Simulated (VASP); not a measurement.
# Fe (Im-3m) in VASP: notebook

The runs below take Fe through single point, with revPBE.

Everything below comes from runs of VASP 6.6.1. Logs are shortened: lines on timing, memory, paths and dates and some standing lists are left out, and cuts for length are marked.

**1. The cell of the first run**

The structure is cubic, space group Im-3m (No. 229). Conventional cell: a = 2.963 Å, b = 2.963 Å, c = 2.963 Å, α = 90.00°, β = 90.00°, γ = 90.00°. Fe (site symmetry m-3m) has 14 Fe at 2.57 to 2.96 Å within 3.4 Å.

**2. Single point, revPBE, collinear spin, ferromagnetic start (volume scaled by 1.12)**

INCAR reads:

```
SYSTEM = Fe
  PREC = Accurate
  ENCUT = 520
  EDIFF = 1E-6
  ISMEAR = -1
  SIGMA = 0.05
  LREAL = .FALSE.
  LASPH = .TRUE.
  NELM = 150
  ALGO = Normal
  ISIF = 2
  LWAVE = .FALSE.
  LCHARG = .TRUE.
  ISPIN = 2
  MAGMOM = 2.276
  LORBIT = 11
  LMAXMIX = 4
  GGA = RE
  LELF = .TRUE.
  LVHAR = .TRUE.
  NBANDS = 14
```

KPOINTS reads:

```
Automatic mesh
0
G
  25 25 25
  0 0 0
```

POSCAR reads:

```
Fe
1.0
   -1.4812991116      1.4812991116      1.4812991116
    1.4812991116     -1.4812991116      1.4812991116
    1.4812991116      1.4812991116     -1.4812991116
Fe
1
Direct
    0.0000000000      0.0000000000      0.0000000000
```

Potentials or basis: VASP PAW PBE potentials, release 64 (Fe).

Command:

```sh
> cat potpaw_PBE.64/Fe/POTCAR > POTCAR
> mpirun -np 1 vasp_std > vasp.out
```

OUTCAR:

```text
SYSTEM = Fe
   PREC = Accurate
   ENCUT = 520
   EDIFF = 1E-6
   ISMEAR = -1
   LREAL = .FALSE.
   LASPH = .TRUE.
   NELM = 150
   ISIF = 2
   ISPIN = 2
   LORBIT = 11
   GGA = RE

 ion  position               nearest neighbor table
   1  0.000  0.000  0.000-

  LATTYP: Found a body centered cubic cell.
 ALAT       =     2.9625982232

  Lattice vectors:

 A1 = (  -1.4812991116,   1.4812991116,   1.4812991116)
 A2 = (   1.4812991116,  -1.4812991116,   1.4812991116)
 A3 = (   1.4812991116,   1.4812991116,  -1.4812991116)

Analysis of symmetry for initial positions (statically):
=====================================================================
 Subroutine PRICEL returns:
 Original cell was already a primitive cell.

 Routine SETGRP: Setting up the symmetry group for a
 body centered cubic supercell.

 Subroutine GETGRP returns: Found 48 space group operations
 (whereof 48 operations were pure point group operations)
 out of a pool of 48 trial point group operations.

The static configuration has the point symmetry O_h .

Analysis of symmetry for dynamics (positions and initial velocities):
=====================================================================
 Subroutine PRICEL returns:
 Original cell was already a primitive cell.

 Routine SETGRP: Setting up the symmetry group for a
 body centered cubic supercell.

 Subroutine GETGRP returns: Found 48 space group operations
 (whereof 48 operations were pure point group operations)
 out of a pool of 48 trial point group operations.

The dynamic configuration has the point symmetry O_h .

Analysis of structural, dynamic, and magnetic symmetry:
=====================================================================
 Subroutine PRICEL returns:
 Original cell was already a primitive cell.

 Routine SETGRP: Setting up the symmetry group for a
 body centered cubic supercell.

 Subroutine GETGRP returns: Found 48 space group operations
 (whereof 48 operations were pure point group operations)
 out of a pool of 48 trial point group operations.

The overall configuration has the point symmetry O_h .

 Subroutine INISYM returns: Found 48 space group operations
 (whereof 48 operations are pure point group operations),
 and found     1 'primitive' translations

----------------------------------------------------------------------------------------

                                     Primitive cell

  volume of cell :      13.0013

  direct lattice vectors                    reciprocal lattice vectors
    -1.481299112  1.481299112  1.481299112     0.000000000  0.337541551  0.337541551
     1.481299112 -1.481299112  1.481299112     0.337541551  0.000000000  0.337541551
     1.481299112  1.481299112 -1.481299112     0.337541551  0.337541551  0.000000000

  length of vectors
     2.565685322  2.565685322  2.565685322     0.477355840  0.477355840  0.477355840

  position of ions in fractional coordinates (direct lattice)
     0.000000000  0.000000000  0.000000000

  ion indices of the primitive-cell ions
   primitive index   ion index
                 1           1

----------------------------------------------------------------------------------------

 KPOINTS: Automatic mesh

Automatic generation of k-mesh.
 Grid dimensions read from file:
 generate k-points for:   25   25   25

 Generating k-lattice:

  Cartesian coordinates                     Fractional coordinates (reciprocal lattice)
     0.000000000  0.013501662  0.013501662     0.040000000  0.000000000  0.000000000
     0.013501662  0.000000000  0.013501662     0.000000000  0.040000000  0.000000000
     0.013501662  0.013501662  0.000000000     0.000000000  0.000000000  0.040000000

  Length of vectors
     0.019094234  0.019094234  0.019094234

  Shift w.r.t. Gamma in fractional coordinates (k-lattice)
     0.000000000  0.000000000  0.000000000

 Subroutine IBZKPT returns following result:
 ===========================================

 Found    455 irreducible k-points:

 Following reciprocal coordinates:
            Coordinates               Weight
  0.000000  0.000000  0.000000      1.000000
  0.040000  0.000000  0.000000     12.000000
  0.080000  0.000000  0.000000     12.000000
  0.120000  0.000000  0.000000     12.000000
  0.160000  0.000000  0.000000     12.000000
  0.200000  0.000000  0.000000     12.000000
[... 16 lines left out ...]
  0.400000  0.040000  0.000000     48.000000
  0.440000  0.040000  0.000000     48.000000
 [... further k-points ...]
   k-points           NKPTS =    455   k-points in BZ     NKDIM =    455   number of bands    NBANDS=     14
   number of dos      NEDOS =    301   number of ions     NIONS =      1
   total plane-waves  NPLWV =   8000
   dimension x,y,z NGX =    20 NGY =   20 NGZ =   20
   dimension x,y,z NGXF=    40 NGYF=   40 NGZF=   40
   ions per type =               1
   NGX,Y,Z   is equivalent  to a cutoff of  12.96, 12.96, 12.96 a.u.
   NGXF,Y,Z  is equivalent  to a cutoff of  25.92, 25.92, 25.92 a.u.
 SYSTEM =  Fe
   PREC   = accura    normal or accurate (medium, high low for compatibility)
   ISTART =      0    job   : 0-new  1-cont  2-samecut
   ICHARG =      2    charge: 1-file 2-atom 10-const
   ISPIN  =      2    spin polarized calculation?
   LNONCOLLINEAR =      F non collinear calculations
   LSORBIT =      F    spin-orbit coupling
   LASPH  =      T    aspherical Exc in radial PAW
   ENCUT  =  520.0 eV  38.22 Ry    6.18 a.u.   4.77  4.77  4.77*2*pi/ulx,y,z
   NELM   =    150;   NELMIN=  2; NELMDL= -5     # of ELM steps
   EDIFF  = 0.1E-05   stopping-criterion for ELM
   LREAL  =      F    real-space projection
   EDIFFG = 0.1E-04   stopping-criterion for IOM
   NSW    =      0    number of steps for IOM
   IBRION =     -1    ionic relax: 0-MD 1-quasi-New 2-CG
   NFREE  =      0    steps in history (QN), initial steepest desc. (CG)
   ISIF   =      2    stress and relaxation
   ISYM   =      2    0-nonsym 1-usesym 2-fastsym
   POTIM  = 0.5000    time-step for ionic-motion
   TEBEG  =    0.0;   TEEND  =   0.0 temperature during run
   PSTRESS=    0.0 pullay stress
   NELECT =       8.0000    total number of electrons
   NUPDOWN=      -1.0000    fix difference up-down
   EMIN   =  10.00;   EMAX   =-10.00  energy-range for DOS
   EFERMI =   0.00;   METHOD = LEGACY
   ISMEAR =    -1;   SIGMA  =   0.05  broadening in eV -4-tet -1-fermi 0-gaus
   EFERMI_NEDOS =   21; number of points for ismear=-14 and -15
   IALGO  =     38    algorithm
   IMIX   =      4    mixing-type and parameters
     AMIX     =   0.40;   BMIX     =  1.00
     AMIX_MAG =   1.60;   BMIX_MAG =  1.00
  volume/ion in A,a.u.               =      13.00        87.74
  Fermi-wavevector in a.u.,A,eV,Ry     =   1.392437  2.631323 26.380056  1.938879
  Thomas-Fermi vector in A             =   2.516179
   LORBIT       =     11    0 simple, 1 ext, 2 COOP (PROOUT), +10 PAW based schemes
   GGA     = RE    functional components
   LHFCALC =     F    Hartree Fock is set to
   AEXX    =    0.0000 exact exchange contribution
   IVDW    =     0    specifies the selected vdW correction
   LEPSILON=     F    determine dielectric tensor
   LRPA    =     F    only Hartree local field effects (RPA)
 spin polarized calculation
  energy-cutoff  :      520.00
  volume of cell :       13.00
 maximum number of plane-waves:       370
   NGX =  9   NGY =  9   NGZ =  9

 number of electron       8.0000009 magnetization       2.5749109

 Free energy of the ion-electron system (eV)
  ---------------------------------------------------
  ext. energy  EPLUGINS =         0.00000000
  ---------------------------------------------------
  free energy    TOTEN  =        -7.80532745 eV

  energy without entropy =       -7.79634337  energy(sigma->0) =       -7.80083541

 E-fermi :   4.6888     XC(G=0): -12.2905

 val. band max:        4.6848252650   @ k =  -0.2000   0.2000   0.1200
 cond. band min:       4.6912840909   @ k =  -0.1600   0.2000   0.0400
 fundamental gap:      0.0064588259
 Fermi energy:         4.6887606090

 spin component 1

 k-point     1 :       0.0000    0.0000    0.0000
  band No.  band energies     occupation
      1      -3.0066      1.00000
      2       2.4321      1.00000
      3       2.4321      1.00000
      4       2.4321      1.00000
      5       3.4657      1.00000
      6       3.4657      1.00000
      7      28.3482      0.00000
      8      28.3482      0.00000
      9      28.3482      0.00000
     10      32.6437      0.00000
     11      32.6437      0.00000
     12      33.9600      0.00000
     13      33.9600      0.00000
     14      33.9600      0.00000
[... 375 lines left out ...]
 k-point    24 :       0.4400    0.0400    0.0000
  band No.  band energies     occupation
      1       0.3421      1.00000
      2       1.5897      1.00000
      3       3.4668      1.00000
      4       3.5524      1.00000
      5       4.3392      0.99908
      6       5.2734      0.00001
      7      11.2153      0.00000
      8      21.6150      0.00000
      9      22.6926      0.00000
     10      26.5597      0.00000
     11      29.6830      0.00000
     12      36.4898      0.00000
     13      39.7291      0.00000
     14      42.4137      0.00000

 [... further k-points ...]

 spin component 2

 k-point     1 :       0.0000    0.0000    0.0000
  band No.  band energies     occupation
      1      -2.8998      1.00000
      2       4.8402      0.04613
      3       4.8403      0.04605
      4       4.8403      0.04605
      5       6.5351      0.00000
      6       6.5352      0.00000
      7      27.9284      0.00000
      8      27.9284      0.00000
      9      27.9284      0.00000
     10      32.6551      0.00000
     11      32.6551      0.00000
     12      34.9417      0.00000
     13      34.9417      0.00000
     14      35.1852      0.00000
[... 375 lines left out ...]
 k-point    24 :       0.4400    0.0400    0.0000
  band No.  band energies     occupation
      1       1.8012      1.00000
      2       3.7591      1.00000
      3       5.0144      0.00148
      4       6.4082      0.00000
      5       6.7814      0.00000
      6       7.3991      0.00000
      7      12.7047      0.00000
      8      21.6411      0.00000
      9      23.2904      0.00000
     10      27.0117      0.00000
     11      30.3286      0.00000
     12      36.4504      0.00000
     13      40.0042      0.00000
     14      42.9590      0.00000

 [... further k-points ...]
[... 5 lines left out ...]
  --------------------------------------------------------------------------------------
  -------------------------------------------------------------------------------------
  Total       -0.9178265     -0.9178265     -0.9178265     -0.0000000     -0.0000000      0.0000000
  in kB     -113.1052903   -113.1052903   -113.1052903     -0.0000000     -0.0000000      0.0000000
  external PRESSURE =    -113.1052903 kB  Pullay stress =       0.0000000 kB

 VOLUME and BASIS-vectors are now :
 -----------------------------------------------------------------------------
  energy-cutoff  :      520.00
  volume of cell :       13.00
      direct lattice vectors                 reciprocal lattice vectors
    -1.481299112  1.481299112  1.481299112     0.000000000  0.337541551  0.337541551
     1.481299112 -1.481299112  1.481299112     0.337541551  0.000000000  0.337541551
     1.481299112  1.481299112 -1.481299112     0.337541551  0.337541551  0.000000000

 POSITION                                       TOTAL-FORCE (eV/Angst)
 -----------------------------------------------------------------------------------
      0.00000      0.00000      0.00000         0.000000      0.000000      0.000000
 -----------------------------------------------------------------------------------
    total drift:                                0.000000     -0.000000     -0.000000

  FREE ENERGIE OF THE ION-ELECTRON SYSTEM (eV)
  ---------------------------------------------------
  free  energy   TOTEN  =        -7.8053274534 eV

  energy  without entropy=       -7.7963433673  energy(sigma->0) =       -7.80083541

 total charge

# of ion       s       p       d       tot
------------------------------------------
    1        0.435   0.434   6.149   7.017

 magnetization (x)

# of ion       s       p       d       tot
------------------------------------------
    1       -0.016  -0.062   2.683   2.605
```

Run time: 2.5 min. Hardware: 1 thread of AMD EPYC 9R45 (Zen 5), shared host; peak memory 0.19 GiB.

Results:

- Free energy: -7.8053 eV
- Pressure: -11.3 GPa
- Net moment: 2.57 μB per cell
- Site moments: Fe +2.60 μB
- Valence electrons inside the program's atomic spheres: Fe 7.02

Levels at points of the mesh, in eV from the Fermi level:
Spin up:
| k point | band 1 | band 2 | band 3 | band 4 | band 5 | band 6 | band 7 | band 8 | band 9 | band 10 |
| --- | --- | --- | --- | --- | --- | --- | --- | --- | --- | --- |
| (0.00, 0.00, 0.00) | -7.70 | -2.26 | -2.26 | -2.26 | -1.22 | -1.22 | 23.66 | 23.66 | 23.66 | 27.95 |
Spin down:
```csv
k point,band 1,band 2,band 3,band 4,band 5,band 6,band 7
"(0.00, 0.00, 0.00)",-7.59,0.15,0.15,0.15,1.85,1.85,23.24
```

Caveat: the PAW data sets were made with another functional, which shifts forces and pressure a little.

(Continued in part 2 of 2.)
